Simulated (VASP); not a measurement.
# Bi (P6/mmm) in VASP: further runs

The runs below take Bi through single point, relaxation of cell and atoms, with PBEsol.

Program: VASP 6.6.1. These are calculated values, not measurements. Logs are shortened: lines on timing, memory, paths and dates and some standing lists are left out, and cuts for length are marked.

## Step 1: The cell of the first run

Symmetry: P6/mmm, No. 191, hexagonal system. Conventional cell: a = 2.551 Å, b = 2.551 Å, c = 2.399 Å, α = 90.00°, β = 90.00°, γ = 120.00°. Within 3.2 Å of Bi (site symmetry 6/mmm) lie 8 Bi at 2.40 to 2.55 Å.

## Step 2: Single point, PBEsol

INCAR

```
PREC = Accurate
ENCUT = 520
EDIFF = 1E-6
ISMEAR = -1
SIGMA = 0.08
LREAL = F
LASPH = T
NELM = 100
ALGO = Normal
ISIF = 2
LWAVE = F
LCHARG = T
GGA = PS
LELF = T
LVHAR = T
NBANDS = 14
```

KPOINTS

```
regular mesh
0
Gamma
  17 17 16
```

POSCAR

```
Bi
1.0
    2.5508172365      0.0000000000      0.0000000000
   -1.2754086182      2.2090725272      0.0000000000
    0.0000000000      0.0000000000      2.3993727593
Bi
1
Direct
    0.0000000000      0.0000000000      0.0000000000
```

Potentials or basis: VASP PAW PBE potentials, release 64 (Bi_d).

Run with:

```bash
> cat potpaw_PBE.64/Bi_d/POTCAR > POTCAR
> mpirun -np 1 vasp_std > vasp.out
```

OUTCAR:

```text
PREC = Accurate
   ENCUT = 520
   EDIFF = 1E-6
   ISMEAR = -1
   LREAL = F
   LASPH = T
   NELM = 100
   ISIF = 2
   GGA = PS

 ion  position               nearest neighbor table
   1  0.000  0.000  0.000-

  LATTYP: Found a hexagonal cell.
 ALAT       =     2.5508172365
 C/A-ratio  =     0.9406290364

  Lattice vectors:

 A1 = (   2.5508172365,   0.0000000000,   0.0000000000)
 A2 = (  -1.2754086182,   2.2090725272,   0.0000000000)
 A3 = (   0.0000000000,   0.0000000000,   2.3993727593)

Analysis of symmetry for initial positions (statically):
=====================================================================
 Subroutine PRICEL returns:
 Original cell was already a primitive cell.

 Routine SETGRP: Setting up the symmetry group for a
 hexagonal supercell.

 Subroutine GETGRP returns: Found 24 space group operations
 (whereof 24 operations were pure point group operations)
 out of a pool of 24 trial point group operations.

The static configuration has the point symmetry D_6h.

Analysis of symmetry for dynamics (positions and initial velocities):
=====================================================================
 Subroutine PRICEL returns:
 Original cell was already a primitive cell.

 Routine SETGRP: Setting up the symmetry group for a
 hexagonal supercell.

 Subroutine GETGRP returns: Found 24 space group operations
 (whereof 24 operations were pure point group operations)
 out of a pool of 24 trial point group operations.

The dynamic configuration has the point symmetry D_6h.

 Subroutine INISYM returns: Found 24 space group operations
 (whereof 24 operations are pure point group operations),
 and found     1 'primitive' translations

----------------------------------------------------------------------------------------

                                     Primitive cell

  volume of cell :      13.5203

  direct lattice vectors                    reciprocal lattice vectors
     2.550817236  0.000000000  0.000000000     0.392031223  0.226339332  0.000000000
    -1.275408618  2.209072527  0.000000000     0.000000000  0.452678664  0.000000000
     0.000000000  0.000000000  2.399372759     0.000000000  0.000000000  0.416775591

  length of vectors
     2.550817236  2.550817236  2.399372759     0.452678664  0.452678664  0.416775591

  position of ions in fractional coordinates (direct lattice)
     0.000000000  0.000000000  0.000000000

  ion indices of the primitive-cell ions
   primitive index   ion index
                 1           1

----------------------------------------------------------------------------------------

 KPOINTS: regular mesh

Automatic generation of k-mesh.
 Grid dimensions read from file:
 generate k-points for:   17   17   16

 Generating k-lattice:

  Cartesian coordinates                     Fractional coordinates (reciprocal lattice)
     0.023060660  0.013314078  0.000000000     0.058823529  0.000000000  0.000000000
     0.000000000  0.026628157  0.000000000     0.000000000  0.058823529  0.000000000
     0.000000000  0.000000000  0.026048474     0.000000000  0.000000000  0.062500000

  Length of vectors
     0.026628157  0.026628157  0.026048474

  Shift w.r.t. Gamma in fractional coordinates (k-lattice)
     0.000000000  0.000000000  0.000000000

 Subroutine IBZKPT returns following result:
 ===========================================

 Found    297 irreducible k-points:

 Following reciprocal coordinates:
            Coordinates               Weight
  0.000000  0.000000  0.000000      1.000000
  0.058824 -0.000000  0.000000      6.000000
  0.117647  0.000000  0.000000      6.000000
  0.176471 -0.000000  0.000000      6.000000
  0.235294  0.000000  0.000000      6.000000
  0.294118  0.000000  0.000000      6.000000
[... 16 lines left out ...]
  0.411765  0.117647  0.000000     12.000000
  0.176471  0.176471  0.000000      6.000000
 [... further k-points ...]
   k-points           NKPTS =    297   k-points in BZ     NKDIM =    297   number of bands    NBANDS=     14
   number of dos      NEDOS =    301   number of ions     NIONS =      1
   total plane-waves  NPLWV =   7200
   dimension x,y,z NGX =    20 NGY =   20 NGZ =   18
   dimension x,y,z NGXF=    40 NGYF=   40 NGZF=   36
   ions per type =               1
   NGX,Y,Z   is equivalent  to a cutoff of  13.03, 13.03, 12.47 a.u.
   NGXF,Y,Z  is equivalent  to a cutoff of  26.07, 26.07, 24.94 a.u.
 SYSTEM =  unknown system
   PREC   = accura    normal or accurate (medium, high low for compatibility)
   ISTART =      0    job   : 0-new  1-cont  2-samecut
   ICHARG =      2    charge: 1-file 2-atom 10-const
   ISPIN  =      1    spin polarized calculation?
   LNONCOLLINEAR =      F non collinear calculations
   LSORBIT =      F    spin-orbit coupling
   LASPH  =      T    aspherical Exc in radial PAW
   ENCUT  =  520.0 eV  38.22 Ry    6.18 a.u.   4.74  4.74  4.46*2*pi/ulx,y,z
   NELM   =    100;   NELMIN=  2; NELMDL= -5     # of ELM steps
   EDIFF  = 0.1E-05   stopping-criterion for ELM
   LREAL  =      F    real-space projection
   EDIFFG = 0.1E-04   stopping-criterion for IOM
   NSW    =      0    number of steps for IOM
   IBRION =     -1    ionic relax: 0-MD 1-quasi-New 2-CG
   NFREE  =      0    steps in history (QN), initial steepest desc. (CG)
   ISIF   =      2    stress and relaxation
   ISYM   =      2    0-nonsym 1-usesym 2-fastsym
   POTIM  = 0.5000    time-step for ionic-motion
   TEBEG  =    0.0;   TEEND  =   0.0 temperature during run
   PSTRESS=    0.0 pullay stress
   NELECT =      15.0000    total number of electrons
   NUPDOWN=      -1.0000    fix difference up-down
   EMIN   =  10.00;   EMAX   =-10.00  energy-range for DOS
   EFERMI =   0.00;   METHOD = LEGACY
   ISMEAR =    -1;   SIGMA  =   0.08  broadening in eV -4-tet -1-fermi 0-gaus
   EFERMI_NEDOS =   21; number of points for ismear=-14 and -15
   IALGO  =     38    algorithm
   IMIX   =      4    mixing-type and parameters
     AMIX     =   0.40;   BMIX     =  1.00
     AMIX_MAG =   1.60;   BMIX_MAG =  1.00
  volume/ion in A,a.u.               =      13.52        91.24
  Fermi-wavevector in a.u.,A,eV,Ry     =   1.694765  3.202642 39.079055  2.872230
  Thomas-Fermi vector in A             =   2.775931
   LORBIT       =      0    0 simple, 1 ext, 2 COOP (PROOUT), +10 PAW based schemes
   GGA     = PS    functional components
   LHFCALC =     F    Hartree Fock is set to
   AEXX    =    0.0000 exact exchange contribution
   IVDW    =     0    specifies the selected vdW correction
   LEPSILON=     F    determine dielectric tensor
   LRPA    =     F    only Hartree local field effects (RPA)
 non-spin polarized calculation
  energy-cutoff  :      520.00
  volume of cell :       13.52
 maximum number of plane-waves:       393
 NGX is ok and might be reduce to    20
   NGX =  9   NGY =  9   NGZ =  9

 number of electron      15.0000000 magnetization

 Free energy of the ion-electron system (eV)
  ---------------------------------------------------
  ext. energy  EPLUGINS =         0.00000000
  ---------------------------------------------------
  free energy    TOTEN  =         5.04111842 eV

  energy without entropy =        5.04732560  energy(sigma->0) =        5.04422201

 E-fermi :  24.5959     XC(G=0): -15.0310

 val. band max:       24.5676558346   @ k =   0.4706   0.0000   0.3125
 cond. band min:      24.6083465896   @ k =   0.2353   0.1176   0.0000
 fundamental gap:      0.0406907550
 Fermi energy:        24.5959044097

 k-point     1 :       0.0000    0.0000    0.0000
  band No.  band energies     occupation
      1      -4.2285      2.00000
      2      -2.2764      2.00000
      3      -2.2764      2.00000
      4      -0.3421      2.00000
      5      -0.3421      2.00000
      6      -0.1472      2.00000
      7      28.1677      0.00000
      8      29.8977      0.00000
      9      32.9538      0.00000
     10      32.9538      0.00000
     11      36.0784      0.00000
     12      40.4081      0.00000
     13      40.4081      0.00000
     14      43.3136      0.00000

 k-point     2 :       0.0588   -0.0000    0.0000
  band No.  band energies     occupation
      1      -4.1975      2.00000
      2      -2.3035      2.00000
      3      -2.2127      2.00000
      4      -0.3789      2.00000
      5      -0.3501      2.00000
      6      -0.0124      2.00000
      7      28.3589      0.00000
      8      29.8716      0.00000
      9      31.9589      0.00000
     10      32.5272      0.00000
     11      36.1547      0.00000
     12      40.7798      0.00000
     13      40.8948      0.00000
     14      43.7212      0.00000

 k-point     3 :       0.1176    0.0000    0.0000
  band No.  band energies     occupation
      1      -4.1142      2.00000
      2      -2.3871      2.00000
      3      -2.0277      2.00000
      4      -0.4830      2.00000
      5      -0.3726      2.00000
      6       0.4074      2.00000
      7      28.7665      0.00000
      8      28.9212      0.00000
      9      30.9865      0.00000
     10      31.4745      0.00000
     11      35.9947      0.00000
     12      41.6067      0.00000
     13      41.6534      0.00000
     14      45.0394      0.00000

 k-point     4 :       0.1765   -0.0000    0.0000
  band No.  band energies     occupation
      1      -4.0032      2.00000
      2      -2.5205      2.00000
      3      -1.7391      2.00000
      4      -0.6378      2.00000
      5      -0.4068      2.00000
      6       1.1388      2.00000
      7      26.1419      0.00000
      8      29.8208      0.00000
      9      30.1470      0.00000
     10      31.2429      0.00000
     11      35.5737      0.00000
     12      42.2848      0.00000
     13      42.3482      0.00000
     14      45.4416      0.00000

 k-point     5 :       0.2353    0.0000    0.0000
  band No.  band energies     occupation
      1      -3.8941      2.00000
      2      -2.6773      2.00000
      3      -1.3770      2.00000
      4      -0.8195      2.00000
      5      -0.4477      2.00000
      6       2.1945      2.00000
      7      23.2132      2.00000
      8      28.7698      0.00000
      9      30.9993      0.00000
     10      31.6740      0.00000
     11      35.0290      0.00000
[... 276 lines left out ...]
 k-point    22 :       0.3529    0.1176    0.0000
  band No.  band energies     occupation
      1      -3.6433      2.00000
      2      -2.8317      2.00000
      3      -1.2480      2.00000
      4      -0.6366      2.00000
      5      -0.6142      2.00000
      6       7.6896      2.00000
      7      14.8292      2.00000
      8      23.0151      2.00000
      9      33.0711      0.00000
     10      35.6530      0.00000
     11      35.9073      0.00000
     12      40.0308      0.00000
     13      42.5702      0.00000
     14      45.1589      0.00000

 k-point    23 :       0.4118    0.1176    0.0000
  band No.  band energies     occupation
      1      -3.6413      2.00000
      2      -2.8470      2.00000
      3      -1.3005      2.00000
      4      -0.6568      2.00000
      5      -0.4713      2.00000
      6       9.8062      2.00000
      7      12.3186      2.00000
      8      22.6558      2.00000
      9      32.9550      0.00000
     10      35.8788      0.00000
     11      36.4559      0.00000
     12      39.7603      0.00000
     13      42.6629      0.00000
     14      45.0286      0.00000

 k-point    24 :       0.1765    0.1765    0.0000
  band No.  band energies     occupation
      1      -3.7098      2.00000
      2      -2.6220      2.00000
      3      -1.3256      2.00000
      4      -0.9834      2.00000
      5      -0.5622      2.00000
      6       3.9743      2.00000
      7      21.2781      2.00000
      8      23.6566      1.99998
      9      32.7873      0.00000
     10      34.0552      0.00000
     11      35.9662      0.00000
     12      40.9219      0.00000
     13      43.2880      0.00000
     14      44.8931      0.00000

 [... further k-points ...]

------------------------ aborting loop because EDIFF is reached ----------------------------------------

  FORCE on cell =-STRESS in cart. coord.  units (eV):
  Direction    XX          YY          ZZ          XY          YZ          ZX
  --------------------------------------------------------------------------------------
  -------------------------------------------------------------------------------------
  Total       30.4208913     30.4208913     30.4036213      0.0000000      0.0000000      0.0000000
  in kB     3604.9187094   3604.9187094   3602.8721855      0.0000001      0.0000000      0.0000000
  external PRESSURE =    3604.2365348 kB  Pullay stress =       0.0000000 kB

 VOLUME and BASIS-vectors are now :
 -----------------------------------------------------------------------------
  energy-cutoff  :      520.00
  volume of cell :       13.52
      direct lattice vectors                 reciprocal lattice vectors
     2.550817236  0.000000000  0.000000000     0.392031223  0.226339332  0.000000000
    -1.275408618  2.209072527  0.000000000     0.000000000  0.452678664  0.000000000
     0.000000000  0.000000000  2.399372759     0.000000000  0.000000000  0.416775591

 POSITION                                       TOTAL-FORCE (eV/Angst)
 -----------------------------------------------------------------------------------
      0.00000      0.00000      0.00000         0.000000      0.000000      0.000000
 -----------------------------------------------------------------------------------
    total drift:                               -0.000000      0.000000      0.000000

  FREE ENERGIE OF THE ION-ELECTRON SYSTEM (eV)
  ---------------------------------------------------
  free  energy   TOTEN  =         5.0411184163 eV

  energy  without entropy=        5.0473255985  energy(sigma->0) =        5.04422201
```

Run time: 33 s. Hardware: 1 thread of Intel Xeon Platinum 8259CL at 2.50GHz (Skylake/Cascade Lake), shared host; peak memory 0.16 GiB.

What came out:

```
Free energy : 5.0411 eV
Pressure    : 360.4 GPa
```

Caveat: the PAW data sets were made with another functional, which shifts forces and pressure a little; spin-orbit coupling is left out, which moves the levels of the heavy elements.

## Step 3: Single point, PBEsol

INCAR

```
SYSTEM = Bi
ALGO     = Normal         ! electronic algorithm
EDIFF    = 1E-7           ! SCF threshold, eV
ENCUT    = 520            ! plane-wave cutoff, eV
GGA      = PS             ! functional
ISIF     = 2              ! what is computed and relaxed
ISMEAR   = -1             ! smearing method
LASPH    = .True.         ! aspherical terms in the spheres
LCHARG   = .True.         ! write CHGCAR
LELF     = .True.         ! ELF
LREAL    = .False.        ! projectors in reciprocal space
LVHAR    = .True.       
LWAVE    = .False.        ! write WAVECAR
NBANDS   = 14             ! bands
NELM     = 100            ! most SCF steps
PREC     = Accurate       ! precision mode
SIGMA    = 0.08           ! smearing width, eV
```

KPOINTS

```
k-points
0
Gamma
  17 17 16
  0 0 0
```

POSCAR

```
Bi
1.0
    2.5506134706      0.0000000000      0.0000000000
   -1.2753067353      2.2088960608      0.0000000000
    0.0000000000      0.0000000000      2.3988145175
Bi
1
Direct
    0.0000000000      0.0000000000      0.0000000000
```

Potentials or basis: VASP PAW PBE potentials, release 64 (Bi_d).

Run with:

```bash
> cat potpaw_PBE.64/Bi_d/POTCAR > POTCAR
> mpirun -np 1 vasp_std > vasp.out
```

OUTCAR:

```text
SYSTEM = Bi
   EDIFF = 1E-7
   ENCUT = 520
   GGA = PS
   ISIF = 2
   ISMEAR = -1
   LASPH = .True.
   LREAL = .False.
   NELM = 100
   PREC = Accurate

 ion  position               nearest neighbor table
   1  0.000  0.000  0.000-

  LATTYP: Found a hexagonal cell.
 ALAT       =     2.5506134706
 C/A-ratio  =     0.9404853166

  Lattice vectors:

 A1 = (   2.5506134706,   0.0000000000,   0.0000000000)
 A2 = (  -1.2753067353,   2.2088960608,   0.0000000000)
 A3 = (   0.0000000000,   0.0000000000,   2.3988145175)

Analysis of symmetry for initial positions (statically):
=====================================================================
 Subroutine PRICEL returns:
 Original cell was already a primitive cell.

 Routine SETGRP: Setting up the symmetry group for a
 hexagonal supercell.

 Subroutine GETGRP returns: Found 24 space group operations
 (whereof 24 operations were pure point group operations)
 out of a pool of 24 trial point group operations.

The static configuration has the point symmetry D_6h.

Analysis of symmetry for dynamics (positions and initial velocities):
[... 161 lines left out ...]
 fundamental gap:      0.0349366511
 Fermi energy:        24.6069963928

 k-point     1 :       0.0000    0.0000    0.0000
  band No.  band energies     occupation
      1      -4.2234      2.00000
      2      -2.2683      2.00000
      3      -2.2683      2.00000
      4      -0.3324      2.00000
      5      -0.3324      2.00000
      6      -0.1432      2.00000
      7      28.1837      0.00000
      8      29.9047      0.00000
      9      32.9624      0.00000
     10      32.9624      0.00000
     11      36.0972      0.00000
     12      40.4197      0.00000
     13      40.4197      0.00000
     14      43.3291      0.00000
[... 377 lines left out ...]
      1      -3.7048      2.00000
      2      -2.6142      2.00000
      3      -1.3174      2.00000
      4      -0.9740      2.00000
      5      -0.5525      2.00000
      6       3.9801      2.00000
      7      21.2868      2.00000
      8      23.6652      1.99998
      9      32.8046      0.00000
     10      34.0689      0.00000
     11      35.9748      0.00000
     12      40.9340      0.00000
     13      43.3034      0.00000
     14      44.9075      0.00000

 [... further k-points ...]
[... 5 lines left out ...]
  --------------------------------------------------------------------------------------
  -------------------------------------------------------------------------------------
  Total       30.4428160     30.4428160     30.4488436      0.0000000      0.0000000      0.0000000
  in kB     3608.9328981   3608.9328982   3609.6474598      0.0000000      0.0000000      0.0000000
  external PRESSURE =    3609.1710854 kB  Pullay stress =       0.0000000 kB

 VOLUME and BASIS-vectors are now :
 -----------------------------------------------------------------------------
  energy-cutoff  :      520.00
  volume of cell :       13.52
      direct lattice vectors                 reciprocal lattice vectors
     2.550613471  0.000000000  0.000000000     0.392062542  0.226357414  0.000000000
    -1.275306735  2.208896061  0.000000000     0.000000000  0.452714828  0.000000000
     0.000000000  0.000000000  2.398814517     0.000000000  0.000000000  0.416872581

 POSITION                                       TOTAL-FORCE (eV/Angst)
 -----------------------------------------------------------------------------------
      0.00000      0.00000      0.00000         0.000000      0.000000      0.000000
 -----------------------------------------------------------------------------------
    total drift:                                0.000000      0.000000     -0.000000

  FREE ENERGIE OF THE ION-ELECTRON SYSTEM (eV)
  ---------------------------------------------------
  free  energy   TOTEN  =         5.0530687448 eV

  energy  without entropy=        5.0592694318  energy(sigma->0) =        5.05616909
```

It took 36 s on 1 thread of Intel Xeon Platinum 8259CL at 2.50GHz (Skylake/Cascade Lake), shared host; peak memory 0.16 GiB.

Results:

```yaml
Free_energy: 5.0531 eV
Pressure: 360.9 GPa
```

Levels at points of the mesh, in eV from the Fermi level:
| k point | band 5 | band 6 | band 7 | band 8 | band 9 | band 10 |
| --- | --- | --- | --- | --- | --- | --- |
| (0.00, 0.00, 0.00) | -24.94 | -24.75 | 3.58 | 5.30 | 8.36 | 8.36 |
| (0.00, 0.00, 0.50) | -26.12 | -15.87 | -14.36 | 8.16 | 9.93 | 12.09 |

Caveat: the PAW data sets were made with another functional, which shifts forces and pressure a little; spin-orbit coupling is left out, which moves the levels of the heavy elements.

[end of part 1 of 2]
